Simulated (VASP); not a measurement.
# Si14 in VASP: single point with PBE

Aim: the single point of Si14 with PBE.

Program: VASP 6.6.1. These are calculated values, not measurements. Logs are shortened: lines on timing, memory, paths and dates and some standing lists are left out, and cuts for length are marked.

## (1) The cell of the first run

The cell holds a cluster in a box, 14 atoms: a = 15.300 Å, b = 15.600 Å, c = 15.900 Å, α = 90.00°, β = 90.00°, γ = 90.00°.

## (2) Single point, PBE, collinear spin

INCAR

```
PREC = Accurate
ENCUT = 520
EDIFF = 1E-6
ISMEAR = 0
SIGMA = 0.05
LREAL = False
LASPH = True
NELM = 150
ALGO = Normal
ISIF = 2
LWAVE = False
LCHARG = True
ISPIN = 2
MAGMOM = 0.4 0.4 0.4 0.4 0.4 0.4 0.4 0.4 0.4 0.4 0.4 0.4 0.4 0.4
LORBIT = 11
GGA = PE
LELF = True
LVHAR = True
NBANDS = 45
```

KPOINTS

```
Automatic mesh
0
Gamma
  1 1 1
```

POSCAR

```
Si
1.0
   15.3000000000      0.0000000000      0.0000000000
    0.0000000000     15.6000000000      0.0000000000
    0.0000000000      0.0000000000     15.9000000000
Si
14
Direct
    0.3605201726      0.3842624414      0.4301464997
    0.4692721443      0.2779507934      0.3966782141
    0.4779466659      0.6064185276      0.4651583590
    0.3686690133      0.5119464396      0.5250817076
    0.7072401724      0.5297642585      0.5785950479
    0.4900209938      0.4223264192      0.3540984882
    0.4841764958      0.4773051956      0.6110916462
    0.5098863824      0.3694690696      0.5103313661
    0.5438951740      0.7353726750      0.5203954471
    0.5757058146      0.6192564375      0.5987256271
    0.5574617996      0.5564918700      0.3453354742
    0.6062310187      0.5106542143      0.6971468246
    0.2416972937      0.4662429597      0.4593867381
    0.5962204598      0.4945931540      0.4757749675
```

Potentials or basis: VASP PAW PBE potentials, release 64 (Si).

The run is started by

```
$ cat potpaw_PBE.64/Si/POTCAR > POTCAR
$ mpirun -np 1 vasp_gam > vasp.out
```

OUTCAR:

```text
PREC = Accurate
   ENCUT = 520
   EDIFF = 1E-6
   ISMEAR = 0
   LREAL = False
   LASPH = True
   NELM = 150
   ISIF = 2
   ISPIN = 2
   LORBIT = 11
   GGA = PE

 ion  position               nearest neighbor table
   1  0.361  0.384  0.430-  13 2.27   6 2.40   2 2.41   4 2.50   8 2.63
   2  0.469  0.278  0.397-   6 2.37   8 2.39   1 2.41
   3  0.478  0.606  0.465-  11 2.39   9 2.42   4 2.42  14 2.52  10 2.61   7 3.07
   4  0.369  0.512  0.525-   7 2.30  13 2.32   3 2.42   1 2.50   8 3.11
   5  0.707  0.530  0.579-  14 2.42  12 2.46  10 2.47
   6  0.490  0.422  0.354-  11 2.34   2 2.37   1 2.40   8 2.63  14 2.77
   7  0.484  0.477  0.611-   4 2.30   8 2.36  12 2.37  10 2.63  14 2.76   3 3.07
   8  0.510  0.369  0.510-   7 2.36   2 2.39  14 2.42   1 2.63   6 2.63   4 3.11
   9  0.544  0.735  0.520-  10 2.25   3 2.42
  10  0.576  0.619  0.599-   9 2.25  12 2.35   5 2.47   3 2.61   7 2.63  14 2.78
  11  0.557  0.556  0.345-   6 2.34  14 2.36   3 2.39
  12  0.606  0.511  0.697-  10 2.35   7 2.37   5 2.46
  13  0.242  0.466  0.459-   1 2.27   4 2.32
  14  0.596  0.495  0.476-  11 2.36   8 2.42   5 2.42   3 2.52   7 2.76   6 2.77  10 2.78

  LATTYP: Found a simple orthorhombic cell.
 ALAT       =    15.3000000000
 B/A-ratio  =     1.0196078431
 C/A-ratio  =     1.0392156863

  Lattice vectors:

 A1 = (  15.3000000000,   0.0000000000,   0.0000000000)
 A2 = (   0.0000000000,  15.6000000000,   0.0000000000)
 A3 = (   0.0000000000,   0.0000000000,  15.9000000000)

Analysis of symmetry for initial positions (statically):
=====================================================================
 Subroutine PRICEL returns:
 Original cell was already a primitive cell.

 Routine SETGRP: Setting up the symmetry group for a
 simple orthorhombic supercell.

 Subroutine GETGRP returns: Found  1 space group operations
 (whereof  1 operations were pure point group operations)
 out of a pool of  8 trial point group operations.

The static configuration has the point symmetry C_1 .

Analysis of symmetry for dynamics (positions and initial velocities):
=====================================================================
 Subroutine PRICEL returns:
 Original cell was already a primitive cell.

 Routine SETGRP: Setting up the symmetry group for a
 simple orthorhombic supercell.

 Subroutine GETGRP returns: Found  1 space group operations
 (whereof  1 operations were pure point group operations)
 out of a pool of  8 trial point group operations.

The dynamic configuration has the point symmetry C_1 .

Analysis of structural, dynamic, and magnetic symmetry:
=====================================================================
 Subroutine PRICEL returns:
 Original cell was already a primitive cell.

 Routine SETGRP: Setting up the symmetry group for a
 simple orthorhombic supercell.

 Subroutine GETGRP returns: Found  1 space group operations
 (whereof  1 operations were pure point group operations)
 out of a pool of  8 trial point group operations.

The overall configuration has the point symmetry C_1 .

 Subroutine INISYM returns: Found  1 space group operations
 (whereof  1 operations are pure point group operations),
 and found     1 'primitive' translations

----------------------------------------------------------------------------------------

                                     Primitive cell

  volume of cell :    3795.0120

  direct lattice vectors                    reciprocal lattice vectors
    15.300000000  0.000000000  0.000000000     0.065359477  0.000000000  0.000000000
     0.000000000 15.600000000  0.000000000     0.000000000  0.064102564  0.000000000
     0.000000000  0.000000000 15.900000000     0.000000000  0.000000000  0.062893082

  length of vectors
    15.300000000 15.600000000 15.900000000     0.065359477  0.064102564  0.062893082

  position of ions in fractional coordinates (direct lattice)
     0.360520173  0.384262441  0.430146500
     0.469272144  0.277950793  0.396678214
     0.477946666  0.606418528  0.465158359
     0.368669013  0.511946440  0.525081708
     0.707240172  0.529764259  0.578595048
     0.490020994  0.422326419  0.354098488
     0.484176496  0.477305196  0.611091646
     0.509886382  0.369469070  0.510331366
     0.543895174  0.735372675  0.520395447
     0.575705815  0.619256437  0.598725627
     0.557461800  0.556491870  0.345335474
     0.606231019  0.510654214  0.697146825
     0.241697294  0.466242960  0.459386738
     0.596220460  0.494593154  0.475774968

  ion indices of the primitive-cell ions
   primitive index   ion index
                 1           1
                 2           2
                 3           3
                 4           4
                 5           5
                 6           6
                 7           7
                 8           8
                 9           9
                10          10
                11          11
                12          12
                13          13
                14          14

----------------------------------------------------------------------------------------

 KPOINTS: Automatic mesh

Automatic generation of k-mesh.
 Grid dimensions read from file:
 generate k-points for:    1    1    1

 Generating k-lattice:

  Cartesian coordinates                     Fractional coordinates (reciprocal lattice)
     0.065359477  0.000000000  0.000000000     1.000000000  0.000000000  0.000000000
     0.000000000  0.064102564  0.000000000     0.000000000  1.000000000  0.000000000
     0.000000000  0.000000000  0.062893082     0.000000000  0.000000000  1.000000000

  Length of vectors
     0.065359477  0.064102564  0.062893082

  Shift w.r.t. Gamma in fractional coordinates (k-lattice)
     0.000000000  0.000000000  0.000000000

 Subroutine IBZKPT returns following result:
 ===========================================

 Found      1 irreducible k-points:

 Following reciprocal coordinates:
            Coordinates               Weight
  0.000000  0.000000  0.000000      1.000000
   k-points           NKPTS =      1   k-points in BZ     NKDIM =      1   number of bands    NBANDS=     45
   number of dos      NEDOS =    301   number of ions     NIONS =     14
   total plane-waves  NPLWV = ******
   dimension x,y,z NGX =   120 NGY =  120 NGZ =  120
   dimension x,y,z NGXF=   240 NGYF=  240 NGZF=  240
   ions per type =              14
   NGX,Y,Z   is equivalent  to a cutoff of  13.04, 12.79, 12.55 a.u.
   NGXF,Y,Z  is equivalent  to a cutoff of  26.08, 25.58, 25.09 a.u.
 SYSTEM =  unknown system
   PREC   = accura    normal or accurate (medium, high low for compatibility)
   ISTART =      0    job   : 0-new  1-cont  2-samecut
   ICHARG =      2    charge: 1-file 2-atom 10-const
   ISPIN  =      2    spin polarized calculation?
   LNONCOLLINEAR =      F non collinear calculations
   LSORBIT =      F    spin-orbit coupling
   LASPH  =      T    aspherical Exc in radial PAW
   ENCUT  =  520.0 eV  38.22 Ry    6.18 a.u.  28.45 29.01 29.56*2*pi/ulx,y,z
   NELM   =    150;   NELMIN=  2; NELMDL= -5     # of ELM steps
   EDIFF  = 0.1E-05   stopping-criterion for ELM
   LREAL  =      F    real-space projection
   EDIFFG = 0.1E-04   stopping-criterion for IOM
   NSW    =      0    number of steps for IOM
   IBRION =     -1    ionic relax: 0-MD 1-quasi-New 2-CG
   NFREE  =      0    steps in history (QN), initial steepest desc. (CG)
   ISIF   =      2    stress and relaxation
   ISYM   =      2    0-nonsym 1-usesym 2-fastsym
   POTIM  = 0.5000    time-step for ionic-motion
   TEBEG  =    0.0;   TEEND  =   0.0 temperature during run
   PSTRESS=    0.0 pullay stress
   NELECT =      56.0000    total number of electrons
   NUPDOWN=      -1.0000    fix difference up-down
   EMIN   =  10.00;   EMAX   =-10.00  energy-range for DOS
   EFERMI =   0.00;   METHOD = LEGACY
   ISMEAR =     0;   SIGMA  =   0.05  broadening in eV -4-tet -1-fermi 0-gaus
   EFERMI_NEDOS =   21; number of points for ismear=-14 and -15
   IALGO  =     38    algorithm
   IMIX   =      4    mixing-type and parameters
     AMIX     =   0.40;   BMIX     =  1.00
     AMIX_MAG =   1.60;   BMIX_MAG =  1.00
  volume/ion in A,a.u.               =     271.07      1829.29
  Fermi-wavevector in a.u.,A,eV,Ry     =   0.401544  0.758808  2.193770  0.161238
  Thomas-Fermi vector in A             =   1.351203
   LORBIT       =     11    0 simple, 1 ext, 2 COOP (PROOUT), +10 PAW based schemes
   GGA     = PE    functional components
   LHFCALC =     F    Hartree Fock is set to
   AEXX    =    0.0000 exact exchange contribution
   IVDW    =     0    specifies the selected vdW correction
   LEPSILON=     F    determine dielectric tensor
   LRPA    =     F    only Hartree local field effects (RPA)
 spin polarized calculation
 Gauss-broadening in eV      SIGMA  =   0.05
  energy-cutoff  :      520.00
  volume of cell :     3795.01
 maximum number of plane-waves:     51077
 NGX is ok and might be reduce to   120
   NGX = 57   NGY = 59   NGZ = 59

 number of electron      56.0000001 magnetization       0.0000050

 number of electron      56.0000001 magnetization      -0.0000677

 Free energy of the ion-electron system (eV)
  ---------------------------------------------------
  ext. energy  EPLUGINS =         0.00000000
  ---------------------------------------------------
  free energy    TOTEN  =       -62.59890886 eV

  energy without entropy =      -62.59890886  energy(sigma->0) =      -62.59890886

 E-fermi :  -3.9210     XC(G=0):  -1.3059

 val. band max:       -4.1720636042   @ k =   0.0000   0.0000   0.0000
 cond. band min:      -3.4434906973   @ k =   0.0000   0.0000   0.0000
 fundamental gap:      0.7285729069
 Fermi energy:        -3.9209961857

 spin component 1

 k-point     1 :       0.0000    0.0000    0.0000
  band No.  band energies     occupation
      1     -16.0736      1.00000
      2     -14.8805      1.00000
      3     -13.6871      1.00000
      4     -13.4641      1.00000
      5     -12.7960      1.00000
      6     -12.2813      1.00000
[... 32 lines left out ...]
     39      -1.0730      0.00000
     40      -0.8964      0.00000
 Fermi energy:        -3.9209961857

 spin component 2

 k-point     1 :       0.0000    0.0000    0.0000
  band No.  band energies     occupation
      1     -16.0736      1.00000
      2     -14.8805      1.00000
      3     -13.6871      1.00000
      4     -13.4641      1.00000
      5     -12.7960      1.00000
      6     -12.2813      1.00000
[... 32 lines left out ...]
     39      -1.0730      0.00000
     40      -0.8964      0.00000
 [bands above 40 left out]

------------------------ aborting loop because EDIFF is reached ----------------------------------------

  FORCE on cell =-STRESS in cart. coord.  units (eV):
  Direction    XX          YY          ZZ          XY          YZ          ZX
  --------------------------------------------------------------------------------------
  -------------------------------------------------------------------------------------
  Total       -0.0945920     -0.1658137     -0.1527902     -0.0533691      0.0280458     -0.0273757
  in kB       -0.0399348     -0.0700032     -0.0645049     -0.0225314      0.0118404     -0.0115575
  external PRESSURE =      -0.0581476 kB  Pullay stress =       0.0000000 kB

 VOLUME and BASIS-vectors are now :
 -----------------------------------------------------------------------------
  energy-cutoff  :      520.00
  volume of cell :     3795.01
      direct lattice vectors                 reciprocal lattice vectors
    15.300000000  0.000000000  0.000000000     0.065359477  0.000000000  0.000000000
     0.000000000 15.600000000  0.000000000     0.000000000  0.064102564  0.000000000
     0.000000000  0.000000000 15.900000000     0.000000000  0.000000000  0.062893082

 POSITION                                       TOTAL-FORCE (eV/Angst)
 -----------------------------------------------------------------------------------
      5.51596      5.99449      6.83933        -0.002991     -0.019216     -0.006888
      7.17986      4.33603      6.30718        -0.003318      0.019423     -0.003187
      7.31258      9.46013      7.39602        -0.005518      0.009467      0.007393
      5.64064      7.98636      8.34880         0.015134      0.015585      0.000446
     10.82077      8.26432      9.19966         0.016931      0.003167      0.009391
      7.49732      6.58829      5.63017         0.005454     -0.006480      0.006494
      7.40790      7.44596      9.71636        -0.014028      0.001684     -0.002188
      7.80126      5.76372      8.11427         0.021680      0.014856     -0.003165
      8.32160     11.47181      8.27429        -0.004912     -0.017223     -0.001109
      8.80830      9.66040      9.51974         0.002752     -0.018499     -0.003015
      8.52917      8.68127      5.49083        -0.004347     -0.012479      0.012914
      9.27533      7.96621     11.08463        -0.015387      0.006146     -0.026453
      3.69797      7.27339      7.30425         0.012558      0.005979      0.007454
      9.12217      7.71565      7.56482        -0.024007     -0.002409      0.001913
 -----------------------------------------------------------------------------------
    total drift:                                0.000034     -0.000096      0.000099

  FREE ENERGIE OF THE ION-ELECTRON SYSTEM (eV)
  ---------------------------------------------------
  free  energy   TOTEN  =       -62.5989088616 eV

  energy  without entropy=      -62.5989088616  energy(sigma->0) =      -62.59890886

 total charge

# of ion       s       p       d       tot
------------------------------------------
    1        0.788   0.874   0.000   1.662
    2        0.898   0.695   0.000   1.594
    3        0.799   0.830   0.000   1.629
    4        0.792   0.849   0.000   1.641
    5        0.881   0.716   0.000   1.597
    6        0.815   0.812   0.000   1.627
    7        0.810   0.811   0.000   1.620
    8        0.811   0.830   0.000   1.641
    9        0.900   0.696   0.000   1.596
   10        0.791   0.862   0.000   1.654
   11        0.868   0.762   0.000   1.630
   12        0.878   0.735   0.000   1.613
   13        0.903   0.693   0.000   1.596
   14        0.787   0.830   0.000   1.618
--------------------------------------------------
tot         11.722  10.996   0.000  22.718

 magnetization (x)

# of ion       s       p       d       tot
------------------------------------------
    1        0.000   0.000   0.000   0.000
    2        0.000   0.000   0.000   0.000
    3        0.000  -0.000   0.000  -0.000
    4        0.000   0.000   0.000   0.000
    5        0.000   0.000   0.000   0.000
    6        0.000   0.000   0.000   0.000
    7        0.000   0.000   0.000   0.000
    8        0.000   0.000   0.000   0.000
    9        0.000  -0.000   0.000  -0.000
   10        0.000   0.000   0.000   0.000
   11        0.000   0.000   0.000   0.000
   12        0.000   0.000   0.000   0.000
   13        0.000  -0.000   0.000  -0.000
   14       -0.000   0.000   0.000   0.000
--------------------------------------------------
tot          0.000   0.000   0.000   0.000
```

It took 26 min on 1 thread of Intel Xeon Platinum 8375C at 2.90GHz (Ice Lake), shared host; peak memory 3.7 GiB.

What came out:

| Item | Value |
| --- | --- |
| Free energy | -62.5989 eV |
| Largest force | 0.031 eV/Å |
| Gap between the frontier levels | 0.73 eV |
| Net moment | 0.00 μB per cell |
| Valence electrons inside the program's atomic spheres | Si 1.66, 1.59, 1.63, 1.64, 1.60, 1.62, 1.65, 1.61 (each value once) |

Forces in eV/Å, atoms in the order of the input:
```
Si  -0.003 -0.019 -0.007
Si  -0.003  0.019 -0.003
Si  -0.006  0.009  0.007
Si   0.015  0.016  0.000
Si   0.017  0.003  0.009
Si   0.005 -0.006  0.006
Si  -0.014  0.002 -0.002
Si   0.022  0.015 -0.003
Si  -0.005 -0.017 -0.001
Si   0.003 -0.018 -0.003
Si  -0.004 -0.012  0.013
Si  -0.015  0.006 -0.026
Si   0.013  0.006  0.007
Si  -0.024 -0.002  0.002
```
